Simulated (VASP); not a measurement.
# Al5Ga11P16: single point with PBEsol

The system is Al5Ga11P16.

```
Ga Al P
1.0
    10.89814    0.00000    0.00000
     0.00000   10.89814    0.00000
     0.00000    0.00000   10.89814
Ga Al P
22 10 32
Cartesian
  0.0013 0.0012 0.0017
  0.0020 5.4549 0.0021
  0.0003 5.4513 5.4502
  5.4504 0.0017 0.0041
  5.4453 0.0019 5.4465
  5.4547 5.4529 10.8975
  5.4508 5.4508 5.4535
  2.7234 2.7250 5.4438
  2.7255 8.1764 10.8945
  8.1809 2.7257 0.0000
  8.1781 8.1764 10.8918
  2.7263 0.0042 2.7195
  2.7247 10.8978 8.1724
  2.7272 5.4471 2.7235
  8.1761 0.0067 2.7164
  8.1790 5.4525 8.1773
  0.0069 2.7282 2.7229
  0.0010 2.7292 8.1754
  0.0041 8.1787 2.7187
  0.0028 8.1758 8.1805
  5.4471 2.7278 2.7238
  5.4480 8.1785 8.1787
  10.8964 0.0014 5.4427
  2.7213 2.7211 10.8953
  2.7223 8.1696 5.4431
  8.1692 2.7252 5.4439
  8.1729 8.1708 5.4471
  2.7212 5.4501 8.1700
  8.1734 10.8951 8.1736
  8.1762 5.4464 2.7166
  5.4488 2.7259 8.1705
  5.4478 8.1767 2.7160
  1.3610 1.3612 1.3662
  1.3627 1.3653 6.8105
  1.3662 6.8141 1.3607
  1.3567 6.8166 6.8133
  6.8122 1.3677 1.3601
  6.8109 1.3610 6.8093
  6.8187 6.8167 1.3543
  6.8097 6.8119 6.8179
  4.0877 4.0877 1.3580
  4.0850 4.0880 6.8041
  4.0823 9.5428 1.3575
  4.0849 9.5350 6.8082
  9.5445 4.0847 1.3584
  9.5353 4.0879 6.8102
  9.5341 9.5357 1.3572
  9.5396 9.5316 6.8142
  4.0845 1.3634 4.0825
  4.0892 1.3579 9.5355
  4.0914 6.8076 4.0860
  4.0876 6.8117 9.5356
  9.5375 1.3702 4.0771
  9.5375 1.3626 9.5353
  9.5408 6.8108 4.0805
  9.5385 6.8137 9.5359
  1.3627 4.0888 4.0861
  1.3589 4.0913 9.5377
  1.3688 9.5410 4.0787
  1.3629 9.5370 9.5357
  6.8069 4.0925 4.0860
  6.8163 4.0881 9.5372
  6.8114 9.5429 4.0815
  6.8098 9.5361 9.5411
```

| Quantity | Value |
| --- | --- |
| Program | VASP 6.6.1 |
| Task | single point |
| Functional | PBEsol |
| Potentials or basis | VASP PAW PBE potentials, release 64 (Ga_d, Al, P) |
| Cutoff | 520 eV |
| k mesh | 1 × 1 × 1, shifted |
| Occupations | fermi-dirac, width 0.05 eV |
| Spin | no spin polarisation |
| Dipole correction | no |
| Further INCAR settings | LREAL = Auto; ALGO = Normal; EDIFF = 1e-06; NBANDS = 276; ISYM = 0 |

```yaml
Pressure: 0.0 GPa
Largest_force: 0.045 eV/Å
Band_gap_on_the_k_mesh: 1.95 eV
```

Forces in eV/Å, atoms in the order of the input:
```
Ga  -0.007 -0.004  0.000
Ga  -0.017 -0.002 -0.012
Ga   0.002 -0.011 -0.003
Ga   0.003 -0.009 -0.015
Ga  -0.009  0.001 -0.008
Ga  -0.001  0.002 -0.002
Ga  -0.009 -0.001 -0.012
Ga   0.003 -0.007  0.001
Ga   0.004  0.001  0.005
Ga  -0.007  0.004 -0.006
Ga  -0.012 -0.011 -0.005
Ga  -0.003  0.004  0.000
Ga   0.005 -0.002 -0.009
Ga  -0.004  0.005 -0.001
Ga  -0.009 -0.013  0.001
Ga  -0.014 -0.012 -0.004
Ga  -0.010 -0.002 -0.017
Ga  -0.008 -0.006 -0.008
Ga  -0.002 -0.007 -0.006
Ga  -0.016 -0.017 -0.005
Ga  -0.001 -0.005  0.003
Ga  -0.007 -0.010 -0.004
Al   0.012 -0.001  0.003
Al   0.003 -0.001  0.012
Al   0.000  0.008  0.002
Al   0.004  0.009 -0.003
Al   0.015  0.027  0.000
Al  -0.001  0.007 -0.004
Al   0.000  0.003  0.002
Al   0.004  0.009  0.007
Al   0.002 -0.006  0.004
Al   0.009  0.001  0.010
P    0.003  0.000 -0.010
P    0.019  0.017  0.018
P    0.005  0.004  0.011
P   -0.007 -0.013 -0.014
P    0.001  0.006  0.002
P   -0.011 -0.017 -0.016
P   -0.015 -0.010 -0.015
P   -0.010 -0.012  0.004
P    0.015  0.017  0.020
P   -0.006 -0.006 -0.003
P   -0.008 -0.010 -0.006
P    0.027  0.020  0.030
P   -0.005 -0.009 -0.005
P    0.015  0.014  0.015
P    0.018  0.011  0.010
P   -0.002 -0.001 -0.003
P    0.010  0.004  0.010
P   -0.014 -0.006 -0.006
P   -0.008 -0.013 -0.014
P    0.010  0.020  0.015
P   -0.009 -0.017 -0.004
P    0.018  0.017  0.015
P    0.018  0.005  0.003
P    0.011  0.012  0.016
P    0.006  0.009  0.007
P   -0.012 -0.012 -0.010
P   -0.023 -0.014 -0.016
P    0.005  0.012  0.009
P   -0.008 -0.010 -0.013
P    0.014  0.013  0.011
P    0.009  0.014  0.008
P    0.001  0.001  0.002
```

Levels at points of the mesh, in eV from the valence-band top:
```csv
k point,band 235,band 236,band 237,band 238,band 239,band 240,band 241,band 242
"(0.25, 0.25, 0.25)",-0.43,-0.41,0.00,0.00,1.96,2.01,2.06,2.19
```

Run time: 20 min on 4 MPI ranks on Oxide Virtual Turin-like Processor, with other jobs on the host, peak memory 0.52 GiB a rank.

Caveat: the PAW data sets were made with another functional, which shifts forces and pressure a little; a shifted mesh leaves out Γ, where band edges can lie. A k mesh can miss the band edges.
